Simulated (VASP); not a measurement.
# Os (Im-3m) in VASP: further runs

Os is run at these levels: PBE; tasks: single point.

Everything below comes from runs of VASP 6.6.1. Logs are shortened: lines on timing, memory, paths and dates and some standing lists are left out, and cuts for length are marked.

### Step 1. The cell of the first run

Symmetry: Im-3m, No. 229, cubic system. Conventional cell: a = 3.093 Å, b = 3.093 Å, c = 3.093 Å, α = 90.00°, β = 90.00°, γ = 90.00°. Os (site symmetry m-3m) has 14 Os at 2.68 to 3.09 Å within 3.5 Å.

### Step 2. Single point, PBE

Input file INCAR:

```
SYSTEM = Os
  PREC = Accurate
  ENCUT = 520
  EDIFF = 1E-6
  ISMEAR = -1
  SIGMA = 0.1
  LREAL = .False.
  LASPH = .True.
  NELM = 100
  ALGO = Normal
  ISIF = 2
  LWAVE = .False.
  LCHARG = .True.
  GGA = PE
  LELF = .True.
  LVHAR = .True.
  NBANDS = 10
```

Input file KPOINTS:

```
Automatic mesh
0
Gamma
  14 14 14
  0 0 0
```

Input file POSCAR:

```
Os
1.0
   -1.5463272233      1.5463272233      1.5463272233
    1.5463272233     -1.5463272233      1.5463272233
    1.5463272233      1.5463272233     -1.5463272233
Os
1
Direct
    0.0000000000      0.0000000000      0.0000000000
```

Potentials or basis: VASP PAW PBE potentials, release 64 (Os).

Command:

```sh
$ cat potpaw_PBE.64/Os/POTCAR > POTCAR
$ mpirun -np 1 vasp_std > vasp.out
```

OUTCAR:

```text
SYSTEM = Os
   PREC = Accurate
   ENCUT = 520
   EDIFF = 1E-6
   ISMEAR = -1
   LREAL = .False.
   LASPH = .True.
   NELM = 100
   ISIF = 2
   GGA = PE

 ion  position               nearest neighbor table
   1  0.000  0.000  0.000-

  LATTYP: Found a body centered cubic cell.
 ALAT       =     3.0926544466

  Lattice vectors:

 A1 = (  -1.5463272233,   1.5463272233,   1.5463272233)
 A2 = (   1.5463272233,  -1.5463272233,   1.5463272233)
 A3 = (   1.5463272233,   1.5463272233,  -1.5463272233)

Analysis of symmetry for initial positions (statically):
=====================================================================
 Subroutine PRICEL returns:
 Original cell was already a primitive cell.

 Routine SETGRP: Setting up the symmetry group for a
 body centered cubic supercell.

 Subroutine GETGRP returns: Found 48 space group operations
 (whereof 48 operations were pure point group operations)
 out of a pool of 48 trial point group operations.

The static configuration has the point symmetry O_h .

Analysis of symmetry for dynamics (positions and initial velocities):
=====================================================================
 Subroutine PRICEL returns:
 Original cell was already a primitive cell.

 Routine SETGRP: Setting up the symmetry group for a
 body centered cubic supercell.

 Subroutine GETGRP returns: Found 48 space group operations
 (whereof 48 operations were pure point group operations)
 out of a pool of 48 trial point group operations.

The dynamic configuration has the point symmetry O_h .

 Subroutine INISYM returns: Found 48 space group operations
 (whereof 48 operations are pure point group operations),
 and found     1 'primitive' translations

----------------------------------------------------------------------------------------

                                     Primitive cell

  volume of cell :      14.7899

  direct lattice vectors                    reciprocal lattice vectors
    -1.546327223  1.546327223  1.546327223     0.000000000  0.323346826  0.323346826
     1.546327223 -1.546327223  1.546327223     0.323346826  0.000000000  0.323346826
     1.546327223  1.546327223 -1.546327223     0.323346826  0.323346826  0.000000000

  length of vectors
     2.678317316  2.678317316  2.678317316     0.457281467  0.457281467  0.457281467

  position of ions in fractional coordinates (direct lattice)
     0.000000000  0.000000000  0.000000000
[... 78 lines left out ...]
   EDIFFG = 0.1E-04   stopping-criterion for IOM
   NSW    =      0    number of steps for IOM
   IBRION =     -1    ionic relax: 0-MD 1-quasi-New 2-CG
   NFREE  =      0    steps in history (QN), initial steepest desc. (CG)
   ISIF   =      2    stress and relaxation
   ISYM   =      2    0-nonsym 1-usesym 2-fastsym
   POTIM  = 0.5000    time-step for ionic-motion
   TEBEG  =    0.0;   TEEND  =   0.0 temperature during run
   PSTRESS=    0.0 pullay stress
   NELECT =       8.0000    total number of electrons
   NUPDOWN=      -1.0000    fix difference up-down
   EMIN   =  10.00;   EMAX   =-10.00  energy-range for DOS
   EFERMI =   0.00;   METHOD = LEGACY
   ISMEAR =    -1;   SIGMA  =   0.10  broadening in eV -4-tet -1-fermi 0-gaus
   EFERMI_NEDOS =   21; number of points for ismear=-14 and -15
   IALGO  =     38    algorithm
   IMIX   =      4    mixing-type and parameters
     AMIX     =   0.40;   BMIX     =  1.00
     AMIX_MAG =   1.60;   BMIX_MAG =  1.00
  volume/ion in A,a.u.               =      14.79        99.81
  Fermi-wavevector in a.u.,A,eV,Ry     =   1.333880  2.520668 24.207973  1.779236
  Thomas-Fermi vector in A             =   2.462704
   LORBIT       =      0    0 simple, 1 ext, 2 COOP (PROOUT), +10 PAW based schemes
   GGA     = PE    functional components
   LHFCALC =     F    Hartree Fock is set to
   AEXX    =    0.0000 exact exchange contribution
   IVDW    =     0    specifies the selected vdW correction
   LEPSILON=     F    determine dielectric tensor
   LRPA    =     F    only Hartree local field effects (RPA)
 non-spin polarized calculation
  energy-cutoff  :      520.00
  volume of cell :       14.79
 maximum number of plane-waves:       418
   NGX =  9   NGY =  9   NGZ =  9

 number of electron       7.9999999 magnetization

 Free energy of the ion-electron system (eV)
  ---------------------------------------------------
  ext. energy  EPLUGINS =         0.00000000
  ---------------------------------------------------
  free energy    TOTEN  =       -10.38426724 eV

  energy without entropy =      -10.33491078  energy(sigma->0) =      -10.35958901

 E-fermi :   8.9174     XC(G=0): -13.7236

 val. band max:        8.9158296059   @ k =   0.0714   0.0714   0.0000
 cond. band min:       8.9405342281   @ k =  -0.4286   0.4286   0.3571
 fundamental gap:      0.0247046223
 Fermi energy:         8.9173666546

 k-point     1 :       0.0000    0.0000    0.0000
  band No.  band energies     occupation
      1      -1.7927      2.00000
      2       5.6734      2.00000
      3       5.6734      2.00000
      4       5.6734      2.00000
      5       8.8584      1.28638
      6       8.8584      1.28637
      7      25.1217      0.00000
      8      25.1217      0.00000
      9      25.1217      0.00000
     10      36.6986      0.00000
[... 287 lines left out ...]
 k-point    24 :       0.3571    0.2857    0.0000
  band No.  band energies     occupation
      1       3.0105      2.00000
      2       4.3979      2.00000
      3       5.1391      2.00000
      4       9.0413      0.44895
      5       9.5364      0.00409
      6      15.9109      0.00000
      7      17.0694      0.00000
      8      19.4674      0.00000
      9      26.0130      0.00000
     10      31.7018      0.00000

 [... further k-points ...]

------------------------ aborting loop because EDIFF is reached ----------------------------------------

  FORCE on cell =-STRESS in cart. coord.  units (eV):
  Direction    XX          YY          ZZ          XY          YZ          ZX
  --------------------------------------------------------------------------------------
  -------------------------------------------------------------------------------------
  Total        0.0040903      0.0040903      0.0040903      0.0000000      0.0000000      0.0000000
  in kB        0.4430953      0.4430953      0.4430953      0.0000000      0.0000000      0.0000000
  external PRESSURE =       0.4430953 kB  Pullay stress =       0.0000000 kB

 VOLUME and BASIS-vectors are now :
 -----------------------------------------------------------------------------
  energy-cutoff  :      520.00
  volume of cell :       14.79
      direct lattice vectors                 reciprocal lattice vectors
    -1.546327223  1.546327223  1.546327223     0.000000000  0.323346826  0.323346826
     1.546327223 -1.546327223  1.546327223     0.323346826  0.000000000  0.323346826
     1.546327223  1.546327223 -1.546327223     0.323346826  0.323346826  0.000000000

 POSITION                                       TOTAL-FORCE (eV/Angst)
 -----------------------------------------------------------------------------------
      0.00000      0.00000      0.00000        -0.000000     -0.000000     -0.000000
 -----------------------------------------------------------------------------------
    total drift:                                0.000000     -0.000000      0.000000

  FREE ENERGIE OF THE ION-ELECTRON SYSTEM (eV)
  ---------------------------------------------------
  free  energy   TOTEN  =       -10.3842672376 eV

  energy  without entropy=      -10.3349107846  energy(sigma->0) =      -10.35958901
```

stdout:

```text
POSCAR found type information on POSCAR Os
 POSCAR found :  1 types and       1 ions
 scaLAPACK will be used
 LDA part: xc-table for (Slater+PW92), standard interpolation
 POSCAR, INCAR and KPOINTS ok, starting setup
 FFT: planning ... GRIDC
 FFT: planning ... GRID_SOFT
 FFT: planning ... GRID
 WAVECAR not read
 entering main loop
```

It took 24 s on 1 thread of AMD EPYC 7R13, shared host; peak memory 0.11 GiB.

What came out:

```
Free energy            : -10.3843 eV
Pressure               : 0.0 GPa
Band gap on the k mesh : zero (band 4 reaches 11.25 eV, above the bottom of band 5 at 7.00 eV)
```

Caveat: spin-orbit coupling is left out, which moves the levels of the heavy elements.

### Step 3. Single point, PBE (volume scaled by 0.88)

Input file INCAR:

```
SYSTEM = Os
PREC = Accurate
ENCUT = 520
EDIFF = 1E-7
ISMEAR = -1
SIGMA = 0.1
LREAL = .FALSE.
LASPH = .TRUE.
NELM = 80
ALGO = Normal
ISIF = 2
LWAVE = .FALSE.
LCHARG = .FALSE.
GGA = PE
NBANDS = 10
```

Input file KPOINTS:

```
Automatic mesh
0
G
  16 16 16
  0 0 0
```

Input file POSCAR:

```
Os
1.0
   -1.4818205927      1.4818205927      1.4818205927
    1.4818205927     -1.4818205927      1.4818205927
    1.4818205927      1.4818205927     -1.4818205927
Os
1
Direct
    0.0000000000      0.0000000000      0.0000000000
```

Potentials or basis: VASP PAW PBE potentials, release 64 (Os).

Command:

```sh
$ cat potpaw_PBE.64/Os/POTCAR > POTCAR
$ mpirun -np 1 vasp_std > vasp.out
```

OUTCAR:

```text
SYSTEM = Os
   PREC = Accurate
   ENCUT = 520
   EDIFF = 1E-7
   ISMEAR = -1
   LREAL = .FALSE.
   LASPH = .TRUE.
   NELM = 80
   ISIF = 2
   GGA = PE

 ion  position               nearest neighbor table
   1  0.000  0.000  0.000-

  LATTYP: Found a body centered cubic cell.
 ALAT       =     2.9636411854

  Lattice vectors:

 A1 = (  -1.4818205927,   1.4818205927,   1.4818205927)
 A2 = (   1.4818205927,  -1.4818205927,   1.4818205927)
 A3 = (   1.4818205927,   1.4818205927,  -1.4818205927)

Analysis of symmetry for initial positions (statically):
=====================================================================
 Subroutine PRICEL returns:
 Original cell was already a primitive cell.

 Routine SETGRP: Setting up the symmetry group for a
 body centered cubic supercell.

 Subroutine GETGRP returns: Found 48 space group operations
 (whereof 48 operations were pure point group operations)
 out of a pool of 48 trial point group operations.

The static configuration has the point symmetry O_h .

Analysis of symmetry for dynamics (positions and initial velocities):
=====================================================================
 Subroutine PRICEL returns:
 Original cell was already a primitive cell.

 Routine SETGRP: Setting up the symmetry group for a
 body centered cubic supercell.

 Subroutine GETGRP returns: Found 48 space group operations
 (whereof 48 operations were pure point group operations)
 out of a pool of 48 trial point group operations.

The dynamic configuration has the point symmetry O_h .

 Subroutine INISYM returns: Found 48 space group operations
 (whereof 48 operations are pure point group operations),
 and found     1 'primitive' translations

----------------------------------------------------------------------------------------

                                     Primitive cell

  volume of cell :      13.0151

  direct lattice vectors                    reciprocal lattice vectors
    -1.481820593  1.481820593  1.481820593     0.000000000  0.337422764  0.337422764
     1.481820593 -1.481820593  1.481820593     0.337422764  0.000000000  0.337422764
     1.481820593  1.481820593 -1.481820593     0.337422764  0.337422764  0.000000000

  length of vectors
     2.566588554  2.566588554  2.566588554     0.477187849  0.477187849  0.477187849

  position of ions in fractional coordinates (direct lattice)
     0.000000000  0.000000000  0.000000000

  ion indices of the primitive-cell ions
   primitive index   ion index
                 1           1

----------------------------------------------------------------------------------------

 KPOINTS: Automatic mesh

Automatic generation of k-mesh.
 Grid dimensions read from file:
 generate k-points for:   16   16   16

 Generating k-lattice:

  Cartesian coordinates                     Fractional coordinates (reciprocal lattice)
     0.000000000  0.021088923  0.021088923     0.062500000  0.000000000  0.000000000
     0.021088923  0.000000000  0.021088923     0.000000000  0.062500000  0.000000000
     0.021088923  0.021088923  0.000000000     0.000000000  0.000000000  0.062500000

  Length of vectors
     0.029824241  0.029824241  0.029824241

  Shift w.r.t. Gamma in fractional coordinates (k-lattice)
     0.000000000  0.000000000  0.000000000

 Subroutine IBZKPT returns following result:
 ===========================================

 Found    145 irreducible k-points:

 Following reciprocal coordinates:
            Coordinates               Weight
  0.000000  0.000000  0.000000      1.000000
  0.062500  0.000000  0.000000     12.000000
  0.125000  0.000000  0.000000     12.000000
  0.187500  0.000000  0.000000     12.000000
  0.250000  0.000000  0.000000     12.000000
  0.312500  0.000000  0.000000     12.000000
[... 16 lines left out ...]
  0.187500  0.187500  0.000000     24.000000
  0.250000  0.187500  0.000000     48.000000
 [... further k-points ...]
   k-points           NKPTS =    145   k-points in BZ     NKDIM =    145   number of bands    NBANDS=     10
   number of dos      NEDOS =    301   number of ions     NIONS =      1
   total plane-waves  NPLWV =   8000
   dimension x,y,z NGX =    20 NGY =   20 NGZ =   20
   dimension x,y,z NGXF=    40 NGYF=   40 NGZF=   40
   ions per type =               1
   NGX,Y,Z   is equivalent  to a cutoff of  12.95, 12.95, 12.95 a.u.
   NGXF,Y,Z  is equivalent  to a cutoff of  25.91, 25.91, 25.91 a.u.
 SYSTEM =  Os
   PREC   = accura    normal or accurate (medium, high low for compatibility)
   ISTART =      0    job   : 0-new  1-cont  2-samecut
   ICHARG =      2    charge: 1-file 2-atom 10-const
   ISPIN  =      1    spin polarized calculation?
   LNONCOLLINEAR =      F non collinear calculations
   LSORBIT =      F    spin-orbit coupling
   LASPH  =      T    aspherical Exc in radial PAW
   ENCUT  =  520.0 eV  38.22 Ry    6.18 a.u.   4.77  4.77  4.77*2*pi/ulx,y,z
   NELM   =     80;   NELMIN=  2; NELMDL= -5     # of ELM steps
   EDIFF  = 0.1E-06   stopping-criterion for ELM
   LREAL  =      F    real-space projection
   EDIFFG = 0.1E-05   stopping-criterion for IOM
   NSW    =      0    number of steps for IOM
   IBRION =     -1    ionic relax: 0-MD 1-quasi-New 2-CG
   NFREE  =      0    steps in history (QN), initial steepest desc. (CG)
   ISIF   =      2    stress and relaxation
   ISYM   =      2    0-nonsym 1-usesym 2-fastsym
   POTIM  = 0.5000    time-step for ionic-motion
   TEBEG  =    0.0;   TEEND  =   0.0 temperature during run
   PSTRESS=    0.0 pullay stress
   NELECT =       8.0000    total number of electrons
   NUPDOWN=      -1.0000    fix difference up-down
   EMIN   =  10.00;   EMAX   =-10.00  energy-range for DOS
   EFERMI =   0.00;   METHOD = LEGACY
   ISMEAR =    -1;   SIGMA  =   0.10  broadening in eV -4-tet -1-fermi 0-gaus
   EFERMI_NEDOS =   21; number of points for ismear=-14 and -15
   IALGO  =     38    algorithm
   IMIX   =      4    mixing-type and parameters
     AMIX     =   0.40;   BMIX     =  1.00
     AMIX_MAG =   1.60;   BMIX_MAG =  1.00
  volume/ion in A,a.u.               =      13.02        87.83
  Fermi-wavevector in a.u.,A,eV,Ry     =   1.391946  2.630397 26.361492  1.937515
  Thomas-Fermi vector in A             =   2.515737
   LORBIT       =      0    0 simple, 1 ext, 2 COOP (PROOUT), +10 PAW based schemes
   GGA     = PE    functional components
   LHFCALC =     F    Hartree Fock is set to
   AEXX    =    0.0000 exact exchange contribution
   IVDW    =     0    specifies the selected vdW correction
   LEPSILON=     F    determine dielectric tensor
   LRPA    =     F    only Hartree local field effects (RPA)
 non-spin polarized calculation
  energy-cutoff  :      520.00
  volume of cell :       13.02
 maximum number of plane-waves:       370
   NGX =  9   NGY =  9   NGZ =  9

 number of electron       7.9999999 magnetization

 Free energy of the ion-electron system (eV)
  ---------------------------------------------------
  ext. energy  EPLUGINS =         0.00000000
  ---------------------------------------------------
  free energy    TOTEN  =       -10.07576344 eV

  energy without entropy =      -10.03333179  energy(sigma->0) =      -10.05454761

 E-fermi :  10.9545     XC(G=0): -14.4643

 val. band max:       10.9544198800   @ k =   0.3750   0.1250   0.0625
 cond. band min:      10.9580402498   @ k =   0.1250   0.0625   0.0000
 fundamental gap:      0.0036203698
 Fermi energy:        10.9544966595

 k-point     1 :       0.0000    0.0000    0.0000
  band No.  band energies     occupation
      1      -1.0096      2.00000
      2       7.0351      2.00000
      3       7.0351      2.00000
      4       7.0351      2.00000
      5      10.8132      1.60842
      6      10.8132      1.60842
      7      27.1933      0.00000
      8      27.1933      0.00000
      9      27.1933      0.00000
     10      40.7019      0.00000
[... 287 lines left out ...]
 k-point    24 :       0.2500    0.1875    0.0000
  band No.  band energies     occupation
      1       3.3124      2.00000
      2       5.2593      2.00000
      3       6.4101      2.00000
      4      10.1172      1.99954
      5      11.6798      0.00141
      6      14.4298      0.00000
      7      23.8616      0.00000
      8      26.9284      0.00000
      9      29.4536      0.00000
     10      33.1907      0.00000

 [... further k-points ...]

------------------------ aborting loop because EDIFF is reached ----------------------------------------

  FORCE on cell =-STRESS in cart. coord.  units (eV):
  Direction    XX          YY          ZZ          XY          YZ          ZX
  --------------------------------------------------------------------------------------
  -------------------------------------------------------------------------------------
  Total        5.0725211      5.0725211      5.0725211      0.0000000      0.0000000      0.0000000
  in kB      624.4354860    624.4354860    624.4354860      0.0000000      0.0000000      0.0000000
  external PRESSURE =     624.4354860 kB  Pullay stress =       0.0000000 kB

 VOLUME and BASIS-vectors are now :
 -----------------------------------------------------------------------------
  energy-cutoff  :      520.00
  volume of cell :       13.02
      direct lattice vectors                 reciprocal lattice vectors
    -1.481820593  1.481820593  1.481820593     0.000000000  0.337422764  0.337422764
     1.481820593 -1.481820593  1.481820593     0.337422764  0.000000000  0.337422764
     1.481820593  1.481820593 -1.481820593     0.337422764  0.337422764  0.000000000

 POSITION                                       TOTAL-FORCE (eV/Angst)
 -----------------------------------------------------------------------------------
      0.00000      0.00000      0.00000        -0.000000      0.000000      0.000000
 -----------------------------------------------------------------------------------
    total drift:                                0.000000     -0.000000      0.000000

  FREE ENERGIE OF THE ION-ELECTRON SYSTEM (eV)
  ---------------------------------------------------
  free  energy   TOTEN  =       -10.0757634434 eV

  energy  without entropy=      -10.0333317856  energy(sigma->0) =      -10.05454761
```

stdout:

```text
POSCAR found type information on POSCAR Os
 POSCAR found :  1 types and       1 ions
 scaLAPACK will be used
 LDA part: xc-table for (Slater+PW92), standard interpolation
 POSCAR, INCAR and KPOINTS ok, starting setup
 FFT: planning ... GRIDC
 FFT: planning ... GRID_SOFT
 FFT: planning ... GRID
 WAVECAR not read
 entering main loop
```

Wall time 36 s (1 thread of AMD EPYC 7R13, shared host); peak memory 0.11 GiB.

Results:

```yaml
Free_energy: -10.0758 eV
Pressure: 62.4 GPa
Band_gap_on_the_k_mesh: zero (band 4 reaches 13.81 eV, above the bottom of band 5 at 8.57 eV)
```

Levels at points of the mesh, in eV from the Fermi level:
```tsv
k point	band 1	band 2	band 3	band 4	band 5	band 6	band 7	band 8	band 9
(0.00, 0.00, 0.00)	-11.96	-3.92	-3.92	-3.92	-0.14	-0.14	16.24	16.24	16.24
(0.50, 0.00, 0.00)	-8.87	-6.34	-0.25	-0.24	0.68	3.86	10.48	12.49	18.38
(0.50, 0.50, 0.50)	-8.60	-8.60	2.85	2.85	2.85	8.44	8.44	8.44	17.36
```

Caveat: spin-orbit coupling is left out, which moves the levels of the heavy elements.
